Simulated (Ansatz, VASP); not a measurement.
CaSe: VASP beside Ansatz

Contents of POSCAR:

```
CaSe
1.0
    3.6702846516      0.0354997327      0.0354997327
    0.0354997327      3.6702846516      0.0354997327
    0.0354997327      0.0354997327      3.6702846516
Ca Se
1 1
Direct
    0.0000000000      0.0000000000      0.0000000000
    0.5000000000      0.5000000000      0.5000000000
```

File INCAR.step1:

```
SYSTEM = CaSe
ALGO = Normal ; EDIFF = 1E-4
ENCUT = 520 ; GGA = PE
ISMEAR = 0 ; LASPH = .True.
LCHARG = .False. ; LREAL = .False.
LWAVE = .True. ; NBANDS = 15
NELM = 60 ; PREC = Accurate
SIGMA = 0.01
```

File INCAR.step2:

```
SYSTEM = CaSe
ALGO = Normal ; EDIFF = 1E-6
ENCUT = 520 ; ISIF = 2
ISMEAR = 0 ; ISTART = 1
LASPH = .True. ; LCHARG = .False.
LMIXTAU = .True. ; LREAL = .False.
LWAVE = .False. ; METAGGA = R2SCAN
NBANDS = 15 ; NELM = 60
PREC = Accurate ; SIGMA = 0.01
```

The input KPOINTS:

```
k-points
0
Gamma
  8 8 8
  0 0 0
```

Input for Ansatz:

```yaml
crystal:
  lattice:
    - [3.6702846516, 0.0354997327, 0.0354997327]
    - [0.0354997327, 3.6702846516, 0.0354997327]
    - [0.0354997327, 0.0354997327, 3.6702846516]
  atoms:
    - { symbol: Ca, position: [0.0, 0.0, 0.0] }
    - { symbol: Se, position: [0.5, 0.5, 0.5] }
kpoints:
  mp_grid: { grid: [8, 8, 8] }
  band_path:
    path: [[0.0, 0.0, 0.0], [0.0, 0.5, 0.0], [0.5, 0.5, 0.0], [0.5, 0.5, 0.5]]
    npoints: 1
hamiltonian:
  xc: r2scan
scf:
  occupations: { method: fixed }
  n_extra_bands: 4
output:
  forces: true
  stress: true
  eigenvalues: true
```

Change from the starting cell: shear_111 strain +2.9%.

Alike in both runs: task single point; functional r2SCAN; k mesh 8 × 8 × 8; no spin polarisation.

|  | VASP | Ansatz |
| --- | --- | --- |
| version | VASP 6.6.1 | Ansatz 0.2.0 |
| potentials or method | VASP PAW PBE potentials, release 64 (Ca_sv, Se) | plane waves, PAW |
| plane-wave cutoff (eV) | 520 | 500 |
| occupations | gaussian, width 0.01 eV | fixed |
| valence electrons in the cell | 16 | 26 |

```tsv
	VASP	Ansatz	Ansatz less VASP
gap on the k mesh at the Fermi level (eV)	1.29	1.29	-0.009
pressure (GPa)	-1.3	-1.5	-0.20
traceless stress, the component that is largest in VASP (GPa)	0.10	0.11	+0.012
```

VASP's potentials were made for PBE, not for r2SCAN. VASP's potentials hold 16 valence electrons a cell and Ansatz's 26, so a difference there can come from the potentials and not from the codes.
